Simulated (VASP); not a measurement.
# SnTe (Fm-3m) in VASP: notebook, part 2 of 2

VASP 6.6.1. The steps go on from the part before.

## Step 4: Single point, r2SCAN

This run uses another cell than the first one, of 32.53 Å³/atom.

The input, POSCAR:

```
SnTe
1.0
    0.0000000000      3.1923133075      3.1923133075
    3.1923133075      0.0000000000      3.1923133075
    3.1923133075      3.1923133075      0.0000000000
Te Sn
1 1
Direct
    0.5000000000      0.5000000000      0.5000000000
    0.0000000000      0.0000000000      0.0000000000
```

The input, INCAR.step1:

```
SYSTEM = SnTe
ALGO     = Normal         ! electronic algorithm
EDIFF    = 1E-4           ! SCF threshold, eV
ENCUT    = 520            ! plane-wave cutoff, eV
GGA      = PE             ! functional
ISMEAR   = -1             ! smearing method
LASPH    = .TRUE.         ! aspherical terms in the spheres
LCHARG   = .FALSE.        ! write CHGCAR
LREAL    = .FALSE.        ! projectors in reciprocal space
LWAVE    = .TRUE.         ! write WAVECAR
NBANDS   = 17             ! bands
NELM     = 60             ! most SCF steps
PREC     = Accurate       ! precision mode
SIGMA    = 0.05           ! smearing width, eV
```

The input, INCAR.step2:

```
SYSTEM = SnTe
ALGO     = Normal         ! electronic algorithm
EDIFF    = 1E-6           ! SCF threshold, eV
ENCUT    = 520            ! plane-wave cutoff, eV
ISIF     = 2              ! what is computed and relaxed
ISMEAR   = -1             ! smearing method
ISTART   = 1            
LASPH    = .TRUE.         ! aspherical terms in the spheres
LCHARG   = .FALSE.        ! write CHGCAR
LMIXTAU  = .TRUE.       
LREAL    = .FALSE.        ! projectors in reciprocal space
LWAVE    = .FALSE.        ! write WAVECAR
METAGGA  = R2SCAN         ! meta-GGA
NBANDS   = 17             ! bands
NELM     = 60             ! most SCF steps
PREC     = Accurate       ! precision mode
SIGMA    = 0.05           ! smearing width, eV
```

The input, KPOINTS:

```
k-points
0
G
  7 7 7
  0 0 0
```

Potentials or basis: VASP PAW PBE potentials, release 64 (Te, Sn_d).

The run is started by

```console
$ cat potpaw_PBE.64/Te/POTCAR potpaw_PBE.64/Sn_d/POTCAR > POTCAR
$ cp INCAR.step1 INCAR
$ mpirun -np 1 vasp_std > vasp.out
$ cp INCAR.step2 INCAR
$ mpirun -np 1 vasp_std > vasp.out
```

OUTCAR:

```text
SYSTEM = SnTe
   EDIFF = 1E-6
   ENCUT = 520
   ISIF = 2
   ISMEAR = -1
   ISTART = 1
   LASPH = .TRUE.
   LREAL = .FALSE.
   METAGGA = R2SCAN
   NELM = 60
   PREC = Accurate

 ion  position               nearest neighbor table
   1  0.500  0.500  0.500-   2 3.19   2 3.19   2 3.19   2 3.19   2 3.19   2 3.19
   2  0.000  0.000  0.000-   1 3.19   1 3.19   1 3.19   1 3.19   1 3.19   1 3.19

  LATTYP: Found a face centered cubic cell.
 ALAT       =     6.3846266150

  Lattice vectors:

[... 581 lines left out ...]

  FORCE on cell =-STRESS in cart. coord.  units (eV):
  Direction    XX          YY          ZZ          XY          YZ          ZX
  --------------------------------------------------------------------------------------
  -------------------------------------------------------------------------------------
  Total       -0.1214018     -0.1214018     -0.1214018     -0.0000000      0.0000000      0.0000000
  in kB       -2.9894360     -2.9894360     -2.9894360     -0.0000000      0.0000000      0.0000000
  external PRESSURE =      -2.9894360 kB  Pullay stress =       0.0000000 kB

 VOLUME and BASIS-vectors are now :
 -----------------------------------------------------------------------------
  energy-cutoff  :      520.00
  volume of cell :       65.06
      direct lattice vectors                 reciprocal lattice vectors
     0.000000000  3.192313308  3.192313308    -0.156626231  0.156626231  0.156626231
     3.192313308  0.000000000  3.192313308     0.156626231 -0.156626231  0.156626231
     3.192313308  3.192313308  0.000000000     0.156626231  0.156626231 -0.156626231

 POSITION                                       TOTAL-FORCE (eV/Angst)
 -----------------------------------------------------------------------------------
      3.19231      3.19231      3.19231        -0.000000      0.000000     -0.000000
      0.00000      0.00000      0.00000         0.000000     -0.000000      0.000000
 -----------------------------------------------------------------------------------
    total drift:                               -0.000000      0.000000      0.000000

  FREE ENERGIE OF THE ION-ELECTRON SYSTEM (eV)
  ---------------------------------------------------
  free  energy   TOTEN  =       -50.6894474511 eV

  energy  without entropy=      -50.6893945280  energy(sigma->0) =      -50.68942099
```

OUTCAR.step1:

```text
SYSTEM = SnTe
   EDIFF = 1E-4
   ENCUT = 520
   GGA = PE
   ISMEAR = -1
   LASPH = .TRUE.
   LREAL = .FALSE.
[... 613 lines left out ...]
      3.19231      3.19231      3.19231         0.000000      0.000000     -0.000000
      0.00000      0.00000      0.00000        -0.000000      0.000000      0.000000
 -----------------------------------------------------------------------------------
    total drift:                               -0.000000      0.000000      0.000000

  FREE ENERGIE OF THE ION-ELECTRON SYSTEM (eV)
  ---------------------------------------------------
  free  energy   TOTEN  =        -7.5676635333 eV

  energy  without entropy=       -7.5676020610  energy(sigma->0) =       -7.56763280
```

It took 54 s on 1 thread of Intel Xeon Platinum 8488C (Sapphire Rapids), shared host; peak memory 0.22 GiB.

Results:

- Free energy: -50.6894 eV
- Pressure: -0.3 GPa

Levels at points of the mesh, in eV from the Fermi level:
| k point | band 7 | band 8 | band 9 | band 10 | band 11 | band 12 | band 13 | band 14 |
| --- | --- | --- | --- | --- | --- | --- | --- | --- |
| (0.00, 0.00, 0.00) | -4.96 | -2.44 | -2.44 | -2.44 | 3.29 | 3.29 | 3.29 | 4.98 |

Caveat: this odd mesh misses L, so gap, dielectric constants and Born charges aren't listed; the PAW data sets were made with another functional, which shifts forces and pressure a little; spin-orbit coupling is left out, which moves the levels of the heavy elements.

## Step 5: Single point, PBEsol, non-collinear spin, zero start, spin-orbit coupling

The input, INCAR:

```
PREC = Accurate ; ENCUT = 520
EDIFF = 1E-6 ; ISMEAR = -1
SIGMA = 0.05 ; LREAL = F
LASPH = T ; NELM = 150
ALGO = Normal ; ISIF = 2
LWAVE = F ; LCHARG = F
LNONCOLLINEAR = T ; MAGMOM = 0 0 0 0 0 0
LORBIT = 11 ; LSORBIT = T
GGA_COMPAT = F ; LORBMOM = T
GGA = PS ; NBANDS = 32
```

The input, KPOINTS:

```
regular mesh
0
Gamma
  7 7 7
```

The input, POSCAR:

```
SnTe
1.0
    0.0000000000      3.1508500000      3.1508500000
    3.1508500000      0.0000000000      3.1508500000
    3.1508500000      3.1508500000      0.0000000000
Te Sn
1 1
Direct
    0.5000000000      0.5000000000      0.5000000000
    0.0000000000      0.0000000000      0.0000000000
```

The run is started by

```console
$ cat potpaw_PBE.64/Te/POTCAR potpaw_PBE.64/Sn_d/POTCAR > POTCAR
$ mpirun -np 1 vasp_ncl > vasp.out
```

Run time: 95 s. Hardware: 1 thread of Intel Xeon Platinum 8488C (Sapphire Rapids), shared host; peak memory 0.39 GiB.

The run converged. Its results:

| Quantity | Value |
| --- | --- |
| Free energy | -8.4920 eV |
| Pressure | -0.4 GPa |
| Net moment | 0.00 μB per cell |
| Valence electrons inside the program's atomic spheres | Te 3.37; Sn 12.09 |

Moments on the atoms (μB; x, y, z):
```
Te  0.00 0.00 0.00
Sn  0.00 0.00 0.00
```

Caveat: this odd mesh misses L, so gap, dielectric constants and Born charges aren't listed; the PAW data sets were made with another functional, which shifts forces and pressure a little.

## Step 6: Summary

| level | spin | cell | pressure (GPa) |
| --- | --- | --- | --- |
| r2SCAN | off | a = 4.456 Å, angles 60.0°, 2 atoms | 1.5 |
| r2SCAN | off | a = 4.485 Å, angles 60.0°, 2 atoms | 0.6 |
| r2SCAN | off | a = 4.515 Å, angles 60.0°, 2 atoms | -0.3 |
| PBEsol | non-collinear, zero start, SOC | a = 4.456 Å, angles 60.0°, 2 atoms | -0.4 |

Alike in all rows: task single point; potentials or basis VASP PAW PBE potentials, release 64 (Te, Sn_d); k mesh 7 × 7 × 7; cutoff (eV) 520; smearing fermi-dirac 0.05 eV.

Caveats: the PAW data sets were made with another functional, which shifts forces and pressure a little; spin-orbit coupling is left out, which moves the levels of the heavy elements (at least some runs).

Total energies depend on the potentials used, so only differences within one code and one set of settings carry meaning.
